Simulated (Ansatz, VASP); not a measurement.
## Al in VASP and in Ansatz

```
Al
1.0
     0.00000    1.99208    1.99208
     1.99208    0.00000    1.99208
     1.99208    1.99208    0.00000
Al
1
Cartesian
  0.0000 0.0000 0.0000
```

Alike in both runs: functional PBE; dispersion D3(BJ); k mesh 18 × 18 × 18; occupations fermi-dirac, width 0.15 eV; no spin polarisation.

Ansatz relaxed the structure, and its values are those at the end. VASP's run is a single point on that final structure, the one shown.

```csv
,VASP,Ansatz
version,VASP 6.6.1,Ansatz 0.2.0
potentials or method,"VASP PAW PBE potentials, release 64 (Al), cutoff 520 eV","scalar-relativistic, plane waves, PAW"
valence electrons in the cell,3,3
```

```csv
,VASP,Ansatz,Ansatz less VASP
gap on the k mesh at the Fermi level (eV),none,none,-
pressure (GPa),0.0,0.0,+0.04
```

A gap of «none» marks a metal or a gap that the smearing closes.
